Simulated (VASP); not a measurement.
# B2W (P6/mmm) in VASP: single point with LDA

Aim: the single point of B2W with LDA.

Everything below comes from runs of VASP 6.6.1. Logs are shortened: lines on timing, memory, paths and dates and some standing lists are left out, and cuts for length are marked.

## Step 1: The cell of the first run

Symmetry: P6/mmm, No. 191, hexagonal system. Conventional cell: a = 3.020 Å, b = 3.020 Å, c = 3.050 Å, α = 90.00°, β = 90.00°, γ = 120.00°. Within 2.4 Å of B (site symmetry -6m2) lie 3 B at 1.74 Å and 6 W at 2.32 Å. Within 3.1 Å of W (site symmetry 6/mmm) lie 12 B at 2.32 Å and 8 W at 3.02 to 3.05 Å.

## Step 2: Single point, LDA

Input file INCAR:

```
SYSTEM = B2W
  PREC = Accurate
  ENCUT = 500
  EDIFF = 1E-6
  ISMEAR = 1
  SIGMA = 0.05
  LREAL = .FALSE.
  LASPH = .TRUE.
  NELM = 120
  ALGO = Normal
  ISIF = 2
  LWAVE = .FALSE.
  LCHARG = .FALSE.
  GGA = CA
  NBANDS = 17
  GGA_COMPAT = .FALSE.
```

Input file KPOINTS:

```
regular mesh
0
G
  8 8 7
  0 0 0
```

Input file POSCAR:

```
B2W
1.0
    3.0200000000      0.0000000000      0.0000000000
   -1.5100000000      2.6154000000      0.0000000000
    0.0000000000      0.0000000000      3.0500000000
B W
2 1
Direct
    0.3333333333      0.6666666667      0.5000000000
    0.6666666667      0.3333333333      0.5000000000
    0.0000000000      0.0000000000      0.0000000000
```

Potentials or basis: VASP PAW LDA potentials, release 64 (B, W_sv).

On the command line:

```bash
$ cat potpaw_LDA.64/B/POTCAR potpaw_LDA.64/W_sv/POTCAR > POTCAR
$ mpirun -np 1 vasp_std > vasp.out
```

OUTCAR:

```text
SYSTEM = B2W
   PREC = Accurate
   ENCUT = 500
   EDIFF = 1E-6
   ISMEAR = 1
   LREAL = .FALSE.
   LASPH = .TRUE.
   NELM = 120
   ISIF = 2
   GGA = CA

 ion  position               nearest neighbor table
   1  0.333  0.667  0.500-   2 1.74   2 1.74   2 1.74   3 2.32   3 2.32   3 2.32   3 2.32   3 2.32
                             3 2.32
   2  0.667  0.333  0.500-   1 1.74   1 1.74   1 1.74   3 2.32   3 2.32   3 2.32   3 2.32   3 2.32
                             3 2.32
   3  0.000  0.000  0.000-   1 2.32   2 2.32   1 2.32   2 2.32   2 2.32   2 2.32   1 2.32   1 2.32
                             2 2.32   2 2.32   1 2.32   1 2.32

  LATTYP: Found a hexagonal cell.
 ALAT       =     3.0200000000
 C/A-ratio  =     1.0099337748

  Lattice vectors:

 A1 = (   3.0200000000,   0.0000000000,   0.0000000000)
 A2 = (  -1.5100000000,   2.6154000000,   0.0000000000)
 A3 = (   0.0000000000,   0.0000000000,   3.0500000000)

Analysis of symmetry for initial positions (statically):
=====================================================================
 Subroutine PRICEL returns:
 Original cell was already a primitive cell.

 Routine SETGRP: Setting up the symmetry group for a
 hexagonal supercell.

 Subroutine GETGRP returns: Found 24 space group operations
 (whereof 24 operations were pure point group operations)
 out of a pool of 24 trial point group operations.

The static configuration has the point symmetry D_6h.

Analysis of symmetry for dynamics (positions and initial velocities):
=====================================================================
 Subroutine PRICEL returns:
 Original cell was already a primitive cell.

 Routine SETGRP: Setting up the symmetry group for a
 hexagonal supercell.

 Subroutine GETGRP returns: Found 24 space group operations
 (whereof 24 operations were pure point group operations)
 out of a pool of 24 trial point group operations.

The dynamic configuration has the point symmetry D_6h.

 Subroutine INISYM returns: Found 24 space group operations
 (whereof 24 operations are pure point group operations),
 and found     1 'primitive' translations

----------------------------------------------------------------------------------------

                                     Primitive cell

  volume of cell :      24.0904

  direct lattice vectors                    reciprocal lattice vectors
     3.020000000  0.000000000  0.000000000     0.331125828  0.191175346  0.000000000
    -1.510000000  2.615400000  0.000000000     0.000000000  0.382350692  0.000000000
     0.000000000  0.000000000  3.050000000     0.000000000  0.000000000  0.327868852

  length of vectors
     3.020000000  3.020002841  3.050000000     0.382351052  0.382350692  0.327868852

  position of ions in fractional coordinates (direct lattice)
     0.333333333  0.666666667  0.500000000
     0.666666667  0.333333333  0.500000000
     0.000000000  0.000000000  0.000000000

  ion indices of the primitive-cell ions
   primitive index   ion index
                 1           1
                 2           2
                 3           3

----------------------------------------------------------------------------------------

 KPOINTS: regular mesh

Automatic generation of k-mesh.
 Grid dimensions read from file:
 generate k-points for:    8    8    7

 Generating k-lattice:

  Cartesian coordinates                     Fractional coordinates (reciprocal lattice)
     0.041390728  0.023896918  0.000000000     0.125000000  0.000000000  0.000000000
     0.000000000  0.047793837  0.000000000     0.000000000  0.125000000  0.000000000
     0.000000000  0.000000000  0.046838407     0.000000000  0.000000000  0.142857143

  Length of vectors
     0.047793881  0.047793837  0.046838407

  Shift w.r.t. Gamma in fractional coordinates (k-lattice)
     0.000000000  0.000000000  0.000000000

 Subroutine IBZKPT returns following result:
 ===========================================

 Found     40 irreducible k-points:

 Following reciprocal coordinates:
            Coordinates               Weight
  0.000000  0.000000  0.000000      1.000000
  0.125000  0.000000  0.000000      6.000000
  0.250000  0.000000  0.000000      6.000000
  0.375000 -0.000000  0.000000      6.000000
  0.500000  0.000000  0.000000      3.000000
  0.125000  0.125000  0.000000      6.000000
[... 16 lines left out ...]
  0.250000  0.000000  0.285714     12.000000
  0.375000 -0.000000  0.285714     12.000000
 [... further k-points ...]
   k-points           NKPTS =     40   k-points in BZ     NKDIM =     40   number of bands    NBANDS=     17
   number of dos      NEDOS =    301   number of ions     NIONS =      3
   total plane-waves  NPLWV =  13824
   dimension x,y,z NGX =    24 NGY =   24 NGZ =   24
   dimension x,y,z NGXF=    48 NGYF=   48 NGZF=   48
   ions per type =               2   1
   NGX,Y,Z   is equivalent  to a cutoff of  13.21, 13.21, 13.08 a.u.
   NGXF,Y,Z  is equivalent  to a cutoff of  26.42, 26.42, 26.16 a.u.
 SYSTEM =  B2W
   PREC   = accura    normal or accurate (medium, high low for compatibility)
   ISTART =      0    job   : 0-new  1-cont  2-samecut
   ICHARG =      2    charge: 1-file 2-atom 10-const
   ISPIN  =      1    spin polarized calculation?
   LNONCOLLINEAR =      F non collinear calculations
   LSORBIT =      F    spin-orbit coupling
   LASPH  =      T    aspherical Exc in radial PAW
   ENCUT  =  500.0 eV  36.75 Ry    6.06 a.u.   5.51  5.51  5.56*2*pi/ulx,y,z
   NELM   =    120;   NELMIN=  2; NELMDL= -5     # of ELM steps
   EDIFF  = 0.1E-05   stopping-criterion for ELM
   LREAL  =      F    real-space projection
   EDIFFG = 0.1E-04   stopping-criterion for IOM
   NSW    =      0    number of steps for IOM
   IBRION =     -1    ionic relax: 0-MD 1-quasi-New 2-CG
   NFREE  =      0    steps in history (QN), initial steepest desc. (CG)
   ISIF   =      2    stress and relaxation
   ISYM   =      2    0-nonsym 1-usesym 2-fastsym
   POTIM  = 0.5000    time-step for ionic-motion
   TEBEG  =    0.0;   TEEND  =   0.0 temperature during run
   PSTRESS=    0.0 pullay stress
   NELECT =      20.0000    total number of electrons
   NUPDOWN=      -1.0000    fix difference up-down
   EMIN   =  10.00;   EMAX   =-10.00  energy-range for DOS
   EFERMI =   0.00;   METHOD = LEGACY
   ISMEAR =     1;   SIGMA  =   0.05  broadening in eV -4-tet -1-fermi 0-gaus
   EFERMI_NEDOS =   21; number of points for ismear=-14 and -15
   IALGO  =     38    algorithm
   IMIX   =      4    mixing-type and parameters
     AMIX     =   0.40;   BMIX     =  1.00
     AMIX_MAG =   1.60;   BMIX_MAG =  1.00
  volume/ion in A,a.u.               =       8.03        54.19
  Fermi-wavevector in a.u.,A,eV,Ry     =   1.538638  2.907605 32.210537  2.367408
  Thomas-Fermi vector in A             =   2.644979
   LORBIT       =      0    0 simple, 1 ext, 2 COOP (PROOUT), +10 PAW based schemes
   GGA     = CA    functional components
   LHFCALC =     F    Hartree Fock is set to
   AEXX    =    0.0000 exact exchange contribution
   IVDW    =     0    specifies the selected vdW correction
   LEPSILON=     F    determine dielectric tensor
   LRPA    =     F    only Hartree local field effects (RPA)
 non-spin polarized calculation
 Methfessel and Paxton  Order N= 1 SIGMA  =   0.05
  energy-cutoff  :      500.00
  volume of cell :       24.09
 maximum number of plane-waves:       635
 NGX is ok and might be reduce to    24
   NGX = 11   NGY = 11   NGZ = 11

 number of electron      19.9999997 magnetization

 Free energy of the ion-electron system (eV)
  ---------------------------------------------------
  ext. energy  EPLUGINS =         0.00000000
  ---------------------------------------------------
  free energy    TOTEN  =       -29.25604244 eV

  energy without entropy =      -29.25517614  energy(sigma->0) =      -29.25575367

 E-fermi :  13.7660     XC(G=0): -14.1582

 val. band max:       13.7453895935   @ k =   0.3750   0.1250   0.2857
 cond. band min:      13.7720500028   @ k =   0.2500   0.1250   0.4286
 fundamental gap:      0.0266604093
 Fermi energy:        13.7660335882

 k-point     1 :       0.0000    0.0000    0.0000
  band No.  band energies     occupation
      1     -61.0765      2.00000
      2     -25.6694      2.00000
      3     -25.4187      2.00000
      4     -25.4186      2.00000
      5      -2.9421      2.00000
      6       7.3665      2.00000
[... 9 lines left out ...]
     16      17.4956      0.00000
     17      21.2425      0.00000

 k-point     2 :       0.1250    0.0000    0.0000
  band No.  band energies     occupation
      1     -61.0710      2.00000
      2     -25.6553      2.00000
      3     -25.5124      2.00000
      4     -25.4405      2.00000
      5      -2.5767      2.00000
      6       6.6773      2.00000
[... 9 lines left out ...]
     16      19.5537      0.00000
     17      20.3401      0.00000

 k-point     3 :       0.2500    0.0000    0.0000
  band No.  band energies     occupation
      1     -61.0576      2.00000
      2     -25.7332      2.00000
      3     -25.6212      2.00000
      4     -25.4928      2.00000
      5      -1.5732      2.00000
      6       5.2218      2.00000
[... 9 lines left out ...]
     16      21.4533      0.00000
     17      22.6287      0.00000

 k-point     4 :       0.3750   -0.0000    0.0000
  band No.  band energies     occupation
      1     -61.0441      2.00000
      2     -25.9465      2.00000
      3     -25.5869      2.00000
      4     -25.5446      2.00000
      5      -0.1757      2.00000
      6       3.6379      2.00000
[... 9 lines left out ...]
     16      22.1206      0.00000
     17      24.9065      0.00000
[... 343 lines left out ...]
      1     -61.0602      2.00000
      2     -25.9240      2.00000
      3     -25.4852      2.00000
      4     -25.4148      2.00000
      5      -1.0821      2.00000
      6       4.9130      2.00000
[... 9 lines left out ...]
     16      22.3372      0.00000
     17      22.6294      0.00000

 k-point    23 :       0.2500    0.0000    0.2857
  band No.  band energies     occupation
      1     -61.0468      2.00000
      2     -25.8834      2.00000
      3     -25.7003      2.00000
      4     -25.4649      2.00000
      5      -0.3500      2.00000
      6       4.7898      2.00000
[... 9 lines left out ...]
     16      22.9792      0.00000
     17      23.4941      0.00000

 k-point    24 :       0.3750   -0.0000    0.2857
  band No.  band energies     occupation
      1     -61.0335      2.00000
      2     -25.9099      2.00000
      3     -25.8411      2.00000
      4     -25.5146      2.00000
      5       0.5833      2.00000
      6       3.4052      2.00000
[... 9 lines left out ...]
     16      24.4952      0.00000
     17      24.8961      0.00000

 [... further k-points ...]
[... 5 lines left out ...]
  --------------------------------------------------------------------------------------
  -------------------------------------------------------------------------------------
  Total        2.8143205      2.8143276      5.3715744     -0.0000000     -0.0000000     -0.0000000
  in kB      187.1712932    187.1717628    357.2459211     -0.0000000     -0.0000000     -0.0000000
  external PRESSURE =     243.8629924 kB  Pullay stress =       0.0000000 kB

 VOLUME and BASIS-vectors are now :
 -----------------------------------------------------------------------------
  energy-cutoff  :      500.00
  volume of cell :       24.09
      direct lattice vectors                 reciprocal lattice vectors
     3.020000000  0.000000000  0.000000000     0.331125828  0.191175346  0.000000000
    -1.510000000  2.615400000  0.000000000     0.000000000  0.382350692  0.000000000
     0.000000000  0.000000000  3.050000000     0.000000000  0.000000000  0.327868852

 POSITION                                       TOTAL-FORCE (eV/Angst)
 -----------------------------------------------------------------------------------
     -0.00000      1.74360      1.52500         0.000000      0.000000      0.000000
      1.51000      0.87180      1.52500        -0.000000     -0.000000     -0.000000
      0.00000      0.00000      0.00000        -0.000000      0.000000      0.000000
 -----------------------------------------------------------------------------------
    total drift:                               -0.000000      0.000000      0.000000

  FREE ENERGIE OF THE ION-ELECTRON SYSTEM (eV)
  ---------------------------------------------------
  free  energy   TOTEN  =       -29.2560424369 eV

  energy  without entropy=      -29.2551761387  energy(sigma->0) =      -29.25575367
```

Wall time 5.5 s (1 thread of Intel Xeon 6975P-C (Granite Rapids), shared host); peak memory 0.13 GiB.

Results:

* Free energy: -29.2560 eV
* Pressure: 24.4 GPa
* Band gap on the k mesh: zero (bands 10 and 11 overlap by 3.54 eV)

Stress tensor (GPa, compression positive):
```
18.72  0.00  0.00
 0.00 18.72  0.00
 0.00  0.00 35.72
```

Caveat: the cell stands under pressure; spin-orbit coupling is left out, which moves the levels of the heavy elements.
